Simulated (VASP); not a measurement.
# NaF (l.bB) (Fm-3m) in VASP: a series of runs

Runs on NaF (l.bB). Level: LDA. Tasks: single point.

All numbers are computed with VASP 6.6.1; they aren't measurements. Logs are shortened: lines on timing, memory, paths and dates and some standing lists are left out, and cuts for length are marked.

## (1) The cell of the first run

It takes space group Fm-3m (No. 225, cubic). The conventional cell has a = 4.502 Å, b = 4.502 Å, c = 4.502 Å, α = 90.00°, β = 90.00°, γ = 90.00°. Na (site symmetry m-3m) has 6 F at 2.25 Å within 3.0 Å. F (site symmetry m-3m) has 6 Na at 2.25 Å within 3.0 Å.

## (2) Single point, LDA

Contents of INCAR:

```
ALGO = Normal
EDIFF = 1E-6
ENCUT = 600
GGA = CA
GGA_COMPAT = False
ISIF = 2
ISMEAR = 0
LASPH = True
LCHARG = False
LREAL = False
LWAVE = False
NBANDS = 14
NELM = 120
PREC = Accurate
SIGMA = 0.02
```

Contents of KPOINTS:

```
k-points
0
Gamma
  8 8 8
```

Contents of POSCAR:

```
NaF
1.0
    0.0000000000      2.2511321385      2.2511321385
    2.2511321385      0.0000000000      2.2511321385
    2.2511321385      2.2511321385      0.0000000000
Na F
1 1
Direct
    0.0000000000      0.0000000000      0.0000000000
    0.5000000000      0.5000000000      0.5000000000
```

Potentials or basis: VASP PAW LDA potentials, release 64 (Na_pv, F).

Launch:

```
$ cat potpaw_LDA.64/Na_pv/POTCAR potpaw_LDA.64/F/POTCAR > POTCAR
$ mpirun -np 1 vasp_std > vasp.out
```

OUTCAR:

```text
EDIFF = 1E-6
   ENCUT = 600
   GGA = CA
   ISIF = 2
   ISMEAR = 0
   LASPH = True
   LREAL = False
   NELM = 120
   PREC = Accurate

 ion  position               nearest neighbor table
   1  0.000  0.000  0.000-   2 2.25   2 2.25   2 2.25   2 2.25   2 2.25   2 2.25
   2  0.500  0.500  0.500-   1 2.25   1 2.25   1 2.25   1 2.25   1 2.25   1 2.25

  LATTYP: Found a face centered cubic cell.
 ALAT       =     4.5022642770

  Lattice vectors:

 A1 = (   0.0000000000,   2.2511321385,   2.2511321385)
 A2 = (   2.2511321385,   0.0000000000,   2.2511321385)
 A3 = (   2.2511321385,   2.2511321385,   0.0000000000)

Analysis of symmetry for initial positions (statically):
=====================================================================
 Subroutine PRICEL returns:
 Original cell was already a primitive cell.

 Routine SETGRP: Setting up the symmetry group for a
 face centered cubic supercell.

 Subroutine GETGRP returns: Found 48 space group operations
 (whereof 48 operations were pure point group operations)
 out of a pool of 48 trial point group operations.

The static configuration has the point symmetry O_h .

Analysis of symmetry for dynamics (positions and initial velocities):
=====================================================================
 Subroutine PRICEL returns:
 Original cell was already a primitive cell.

 Routine SETGRP: Setting up the symmetry group for a
 face centered cubic supercell.

 Subroutine GETGRP returns: Found 48 space group operations
 (whereof 48 operations were pure point group operations)
 out of a pool of 48 trial point group operations.

The dynamic configuration has the point symmetry O_h .

 Subroutine INISYM returns: Found 48 space group operations
 (whereof 48 operations are pure point group operations),
 and found     1 'primitive' translations

----------------------------------------------------------------------------------------

                                     Primitive cell

  volume of cell :      22.8157

  direct lattice vectors                    reciprocal lattice vectors
     0.000000000  2.251132139  2.251132139    -0.222110462  0.222110462  0.222110462
     2.251132139  0.000000000  2.251132139     0.222110462 -0.222110462  0.222110462
     2.251132139  2.251132139  0.000000000     0.222110462  0.222110462 -0.222110462

  length of vectors
     3.183581601  3.183581601  3.183581601     0.384706606  0.384706606  0.384706606

[... 85 lines left out ...]
   NFREE  =      0    steps in history (QN), initial steepest desc. (CG)
   ISIF   =      2    stress and relaxation
   ISYM   =      2    0-nonsym 1-usesym 2-fastsym
   POTIM  = 0.5000    time-step for ionic-motion
   TEBEG  =    0.0;   TEEND  =   0.0 temperature during run
   PSTRESS=    0.0 pullay stress
   NELECT =      14.0000    total number of electrons
   NUPDOWN=      -1.0000    fix difference up-down
   EMIN   =  10.00;   EMAX   =-10.00  energy-range for DOS
   EFERMI =   0.00;   METHOD = LEGACY
   ISMEAR =     0;   SIGMA  =   0.02  broadening in eV -4-tet -1-fermi 0-gaus
   EFERMI_NEDOS =   21; number of points for ismear=-14 and -15
   IALGO  =     38    algorithm
   IMIX   =      4    mixing-type and parameters
     AMIX     =   0.40;   BMIX     =  1.00
     AMIX_MAG =   1.60;   BMIX_MAG =  1.00
  volume/ion in A,a.u.               =      11.41        76.98
  Fermi-wavevector in a.u.,A,eV,Ry     =   1.391148  2.628888 26.331239  1.935291
  Thomas-Fermi vector in A             =   2.515014
   LORBIT       =      0    0 simple, 1 ext, 2 COOP (PROOUT), +10 PAW based schemes
   GGA     = CA    functional components
   LHFCALC =     F    Hartree Fock is set to
   AEXX    =    0.0000 exact exchange contribution
   IVDW    =     0    specifies the selected vdW correction
   LEPSILON=     F    determine dielectric tensor
   LRPA    =     F    only Hartree local field effects (RPA)
 non-spin polarized calculation
 Gauss-broadening in eV      SIGMA  =   0.02
  energy-cutoff  :      600.00
  volume of cell :       22.82
 maximum number of plane-waves:       778
 NGX is ok and might be reduce to    28
   NGX = 13   NGY = 13   NGZ = 13

 number of electron      14.0000003 magnetization

 Free energy of the ion-electron system (eV)
  ---------------------------------------------------
  ext. energy  EPLUGINS =         0.00000000
  ---------------------------------------------------
  free energy    TOTEN  =        -9.33450333 eV

  energy without entropy =       -9.33450333  energy(sigma->0) =       -9.33450333

 E-fermi :  -2.0292     XC(G=0): -10.3854

 val. band max:       -2.1127154580   @ k =   0.0000   0.0000   0.0000
 cond. band min:       4.3266962342   @ k =   0.0000   0.0000   0.0000
 fundamental gap:      6.4394116922
 Fermi energy:        -2.0291602695

 k-point     1 :       0.0000    0.0000    0.0000
  band No.  band energies     occupation
      1     -21.0359      2.00000
      2     -20.6308      2.00000
      3     -20.6308      2.00000
      4     -20.6308      2.00000
      5      -2.1127      2.00000
      6      -2.1127      2.00000
      7      -2.1127      2.00000
      8       4.3267      0.00000
      9      17.0212      0.00000
     10      17.0212      0.00000
     11      17.0212      0.00000
     12      20.0187      0.00000
     13      22.3472      0.00000
     14      22.3472      0.00000
[... 377 lines left out ...]
      1     -21.5554      2.00000
      2     -20.7088      2.00000
      3     -20.6743      2.00000
      4     -19.8874      2.00000
      5      -3.6447      2.00000
      6      -2.7934      2.00000
      7      -2.5183      2.00000
      8       9.8445      0.00000
      9      10.9039      0.00000
     10      15.5120      0.00000
     11      17.4596      0.00000
     12      20.6070      0.00000
     13      21.7142      0.00000
     14      26.8056      0.00000

 [... further k-points ...]
[... 5 lines left out ...]
  --------------------------------------------------------------------------------------
  -------------------------------------------------------------------------------------
  Total       -0.0193343     -0.0193343     -0.0193343     -0.0000000     -0.0000000      0.0000000
  in kB       -1.3577069     -1.3577069     -1.3577069     -0.0000000     -0.0000000      0.0000000
  external PRESSURE =      -1.3577069 kB  Pullay stress =       0.0000000 kB

 VOLUME and BASIS-vectors are now :
 -----------------------------------------------------------------------------
  energy-cutoff  :      600.00
  volume of cell :       22.82
      direct lattice vectors                 reciprocal lattice vectors
     0.000000000  2.251132139  2.251132139    -0.222110462  0.222110462  0.222110462
     2.251132139  0.000000000  2.251132139     0.222110462 -0.222110462  0.222110462
     2.251132139  2.251132139  0.000000000     0.222110462  0.222110462 -0.222110462

 POSITION                                       TOTAL-FORCE (eV/Angst)
 -----------------------------------------------------------------------------------
      0.00000      0.00000      0.00000        -0.000000      0.000000      0.000000
      2.25113      2.25113      2.25113         0.000000     -0.000000     -0.000000
 -----------------------------------------------------------------------------------
    total drift:                                0.000000      0.000000      0.000000

  FREE ENERGIE OF THE ION-ELECTRON SYSTEM (eV)
  ---------------------------------------------------
  free  energy   TOTEN  =        -9.3345033280 eV

  energy  without entropy=       -9.3345033280  energy(sigma->0) =       -9.33450333
```

OSZICAR:

```text
N       E                     dE             d eps       ncg     rms          rms(c)
DAV:   1     0.115200695368E+03    0.11520E+03   -0.81401E+03   812   0.135E+03
DAV:   2    -0.417293642073E+01   -0.11937E+03   -0.11144E+03   878   0.366E+02
DAV:   3    -0.101290435447E+02   -0.59561E+01   -0.59448E+01  1028   0.731E+01
DAV:   4    -0.101736805924E+02   -0.44637E-01   -0.44634E-01   896   0.663E+00
DAV:   5    -0.101740635263E+02   -0.38293E-03   -0.38293E-03  1028   0.627E-01    0.508E+00
DAV:   6    -0.937747179429E+01    0.79659E+00   -0.26791E+00   988   0.156E+01    0.174E+00
DAV:   7    -0.934977969011E+01    0.27692E-01   -0.35699E-02   836   0.202E+00    0.975E-01
DAV:   8    -0.933456058112E+01    0.15219E-01   -0.21258E-02   946   0.294E+00    0.147E-01
DAV:   9    -0.933462034193E+01   -0.59761E-04   -0.25816E-03   998   0.467E-01    0.104E-01
DAV:  10    -0.933450285283E+01    0.11749E-03   -0.48376E-04   932   0.254E-01    0.112E-02
DAV:  11    -0.933450349108E+01   -0.63826E-06   -0.27105E-05   944   0.737E-02    0.404E-03
DAV:  12    -0.933450332801E+01    0.16308E-06   -0.49875E-07   544   0.938E-03
   1 F= -.93345033E+01 E0= -.93345033E+01  d E =-.173853E-11
```

Run time: 4.7 s. Hardware: 1 thread of Intel Xeon 6975P-C (Granite Rapids), shared host; peak memory 0.13 GiB.

Results:

- Free energy: -9.3345 eV
- Pressure: -0.1 GPa
- Band gap on the k mesh: 6.44 eV, direct

Levels at points of the mesh, in eV from the valence-band top:
```csv
k point,band 3,band 4,band 5,band 6,band 7,band 8,band 9,band 10,band 11,band 12
"(0.00, 0.00, 0.00)",-18.52,-18.52,0.00,0.00,0.00,6.44,19.13,19.13,19.13,22.13
"(0.50, 0.00, 0.00)",-18.53,-17.60,-1.87,-0.32,-0.32,10.92,12.83,20.61,20.61,23.49
"(0.50, 0.50, 0.00)",-18.59,-18.58,-1.47,-0.46,-0.46,13.11,13.47,14.11,20.45,20.45
```

As with any semilocal functional, this LDA gap is likely too small.

## (3) Single point, LDA

Contents of INCAR:

```
PREC = Accurate
ENCUT = 600
EDIFF = 1E-6
ISMEAR = 0
SIGMA = 0.02
LREAL = F
LASPH = T
NELM = 120
ALGO = Normal
ISIF = 2
LWAVE = F
LCHARG = F
GGA = CA
NBANDS = 14
GGA_COMPAT = F
```

Contents of KPOINTS:

```
regular mesh
0
Gamma
  10 10 10
```

POSCAR is that of step 2.

Potentials or basis: VASP PAW LDA potentials, release 64 (Na_pv, F).

Launch:

```
$ cat potpaw_LDA.64/Na_pv/POTCAR potpaw_LDA.64/F/POTCAR > POTCAR
$ mpirun -np 1 vasp_std > vasp.out
```

OUTCAR:

```text
PREC = Accurate
   ENCUT = 600
   EDIFF = 1E-6
   ISMEAR = 0
   LREAL = F
   LASPH = T
   NELM = 120
   ISIF = 2
   GGA = CA

 ion  position               nearest neighbor table
   1  0.000  0.000  0.000-   2 2.25   2 2.25   2 2.25   2 2.25   2 2.25   2 2.25
   2  0.500  0.500  0.500-   1 2.25   1 2.25   1 2.25   1 2.25   1 2.25   1 2.25

  LATTYP: Found a face centered cubic cell.
 ALAT       =     4.5022642770

  Lattice vectors:

 A1 = (   0.0000000000,   2.2511321385,   2.2511321385)
 A2 = (   2.2511321385,   0.0000000000,   2.2511321385)
 A3 = (   2.2511321385,   2.2511321385,   0.0000000000)

Analysis of symmetry for initial positions (statically):
=====================================================================
 Subroutine PRICEL returns:
 Original cell was already a primitive cell.

 Routine SETGRP: Setting up the symmetry group for a
 face centered cubic supercell.

 Subroutine GETGRP returns: Found 48 space group operations
 (whereof 48 operations were pure point group operations)
 out of a pool of 48 trial point group operations.

The static configuration has the point symmetry O_h .

Analysis of symmetry for dynamics (positions and initial velocities):
=====================================================================
 Subroutine PRICEL returns:
 Original cell was already a primitive cell.

 Routine SETGRP: Setting up the symmetry group for a
 face centered cubic supercell.

 Subroutine GETGRP returns: Found 48 space group operations
 (whereof 48 operations were pure point group operations)
 out of a pool of 48 trial point group operations.

The dynamic configuration has the point symmetry O_h .

 Subroutine INISYM returns: Found 48 space group operations
 (whereof 48 operations are pure point group operations),
 and found     1 'primitive' translations

----------------------------------------------------------------------------------------

                                     Primitive cell

  volume of cell :      22.8157
[... 114 lines left out ...]
   GGA     = CA    functional components
   LHFCALC =     F    Hartree Fock is set to
   AEXX    =    0.0000 exact exchange contribution
   IVDW    =     0    specifies the selected vdW correction
   LEPSILON=     F    determine dielectric tensor
   LRPA    =     F    only Hartree local field effects (RPA)
 non-spin polarized calculation
 Gauss-broadening in eV      SIGMA  =   0.02
  energy-cutoff  :      600.00
  volume of cell :       22.82
 maximum number of plane-waves:       778
 NGX is ok and might be reduce to    28
   NGX = 13   NGY = 13   NGZ = 13

 number of electron      14.0000003 magnetization

 Free energy of the ion-electron system (eV)
  ---------------------------------------------------
  ext. energy  EPLUGINS =         0.00000000
  ---------------------------------------------------
  free energy    TOTEN  =        -9.33448791 eV

  energy without entropy =       -9.33448791  energy(sigma->0) =       -9.33448791

 E-fermi :  -2.0291     XC(G=0): -10.3854

 val. band max:       -2.1126825711   @ k =   0.0000   0.0000   0.0000
 cond. band min:       4.3267027105   @ k =   0.0000   0.0000   0.0000
 fundamental gap:      6.4393852816
 Fermi energy:        -2.0291499963

 k-point     1 :       0.0000    0.0000    0.0000
  band No.  band energies     occupation
      1     -21.0358      2.00000
      2     -20.6308      2.00000
      3     -20.6308      2.00000
      4     -20.6308      2.00000
      5      -2.1127      2.00000
      6      -2.1127      2.00000
      7      -2.1127      2.00000
      8       4.3267      0.00000
      9      17.0212      0.00000
     10      17.0212      0.00000
     11      17.0212      0.00000
     12      20.0187      0.00000
     13      22.3472      0.00000
     14      22.3472      0.00000
[... 377 lines left out ...]
      1     -21.3061      2.00000
      2     -20.6992      2.00000
      3     -20.6876      2.00000
      4     -20.1979      2.00000
      5      -3.4820      2.00000
      6      -2.5566      2.00000
      7      -2.4903      2.00000
      8       8.7884      0.00000
      9      11.6265      0.00000
     10      15.1190      0.00000
     11      18.0838      0.00000
     12      18.1291      0.00000
     13      24.4001      0.00000
     14      25.1746      0.00000

 [... further k-points ...]
[... 5 lines left out ...]
  --------------------------------------------------------------------------------------
  -------------------------------------------------------------------------------------
  Total       -0.0197560     -0.0197560     -0.0197560      0.0000000      0.0000000      0.0000000
  in kB       -1.3873175     -1.3873175     -1.3873175      0.0000000      0.0000000      0.0000000
  external PRESSURE =      -1.3873175 kB  Pullay stress =       0.0000000 kB

 VOLUME and BASIS-vectors are now :
 -----------------------------------------------------------------------------
  energy-cutoff  :      600.00
  volume of cell :       22.82
      direct lattice vectors                 reciprocal lattice vectors
     0.000000000  2.251132139  2.251132139    -0.222110462  0.222110462  0.222110462
     2.251132139  0.000000000  2.251132139     0.222110462 -0.222110462  0.222110462
     2.251132139  2.251132139  0.000000000     0.222110462  0.222110462 -0.222110462

 POSITION                                       TOTAL-FORCE (eV/Angst)
 -----------------------------------------------------------------------------------
      0.00000      0.00000      0.00000         0.000000     -0.000000      0.000000
      2.25113      2.25113      2.25113        -0.000000      0.000000     -0.000000
 -----------------------------------------------------------------------------------
    total drift:                                0.000000      0.000000      0.000000

  FREE ENERGIE OF THE ION-ELECTRON SYSTEM (eV)
  ---------------------------------------------------
  free  energy   TOTEN  =        -9.3344879135 eV

  energy  without entropy=       -9.3344879135  energy(sigma->0) =       -9.33448791
```

OSZICAR:

```text
N       E                     dE             d eps       ncg     rms          rms(c)
DAV:   1     0.114790110610E+03    0.11479E+03   -0.81596E+03  1324   0.134E+03
DAV:   2    -0.445001665473E+01   -0.11924E+03   -0.11069E+03  1430   0.366E+02
DAV:   3    -0.101320991226E+02   -0.56821E+01   -0.56706E+01  1646   0.714E+01
DAV:   4    -0.101736976045E+02   -0.41598E-01   -0.41597E-01  1490   0.656E+00
DAV:   5    -0.101740510080E+02   -0.35340E-03   -0.35340E-03  1604   0.609E-01    0.508E+00
DAV:   6    -0.937765873488E+01    0.79639E+00   -0.26811E+00  1552   0.156E+01    0.175E+00
DAV:   7    -0.934979714449E+01    0.27862E-01   -0.34203E-02  1376   0.200E+00    0.973E-01
DAV:   8    -0.933452586436E+01    0.15271E-01   -0.21023E-02  1512   0.296E+00    0.141E-01
DAV:   9    -0.933458119813E+01   -0.55334E-04   -0.22603E-03  1634   0.432E-01    0.962E-02
DAV:  10    -0.933448756159E+01    0.93637E-04   -0.40380E-04  1520   0.222E-01    0.935E-03
DAV:  11    -0.933448807664E+01   -0.51505E-06   -0.21956E-05  1496   0.710E-02    0.408E-03
DAV:  12    -0.933448791349E+01    0.16315E-06   -0.45420E-07   892   0.920E-03
   1 F= -.93344879E+01 E0= -.93344879E+01  d E =-.898575E-12
```

It took 7 s on 1 thread of Intel Xeon 6975P-C (Granite Rapids), shared host; peak memory 0.14 GiB.

What came out:

| Property | Result |
| --- | --- |
| Free energy | -9.3345 eV |
| Pressure | -0.1 GPa |
| Band gap on the k mesh | 6.44 eV, direct |

A k mesh can miss the band edges.
